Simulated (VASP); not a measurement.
Here is a VASP 6.6.1 calculation.

The input INCAR:

```
PREC = Accurate ; ENCUT = 520
EDIFF = 1E-6 ; ISMEAR = 0
SIGMA = 0.1 ; LREAL = F
LASPH = T ; NELM = 120
ALGO = Normal ; ISIF = 2
LWAVE = F ; LCHARG = F
LDIPOL = T ; IDIPOL = 3
DIPOL = 0.5 0.5 0.498 ; GGA = PS
NBANDS = 48 ; GGA_COMPAT = F
NELMDL = -8
```

File KPOINTS:

```
regular mesh
0
Gamma
  10 7 1
```

The input POSCAR:

```
Ti6HC
1.0
    2.8679135953      0.0000000000      0.0000000000
    0.0000000000      4.0558423021      0.0000000000
    0.0000000000      0.0000000000     27.2697839881
Ti C H
6 1 1
Direct
    0.5000000000      0.5000000000      0.3117003055
    0.0000000000      0.0000000000      0.3642843963
    0.5000000000      0.5000000000      0.4168684871
    0.0000000000      0.0000000000      0.4694877609
    0.5000000000      0.5000000000      0.5193062557
    0.0000000000      0.0000000000      0.5752868544
    0.0000000000      0.0000000000      0.6444852030
    0.0000000000      0.0000000000      0.6849405036
```

Potentials or basis: VASP PAW PBE potentials, release 64 (Ti_sv, C, H).

Command:

```sh
$ cat potpaw_PBE.64/Ti_sv/POTCAR potpaw_PBE.64/C/POTCAR potpaw_PBE.64/H/POTCAR > POTCAR
$ mpirun -np 1 vasp_std > vasp.out
```

Problem. Predict the band gap on the k mesh.

Solution. Zero (an odd number of electrons rules out a gap without spin polarisation).

Problem. Estimate the largest force.

Solution. 0.610 eV/Å.

Forces on the atoms (eV/Å):
```
Ti   0.000  0.000  0.610
Ti   0.000  0.000 -0.282
Ti   0.000  0.000 -0.307
Ti   0.000  0.000 -0.004
Ti   0.000  0.000 -0.002
Ti   0.000  0.000 -0.045
C    0.000  0.000 -0.010
H    0.000  0.000  0.040
```

Caveat: the PAW data sets were made with another functional, which shifts forces and pressure a little.
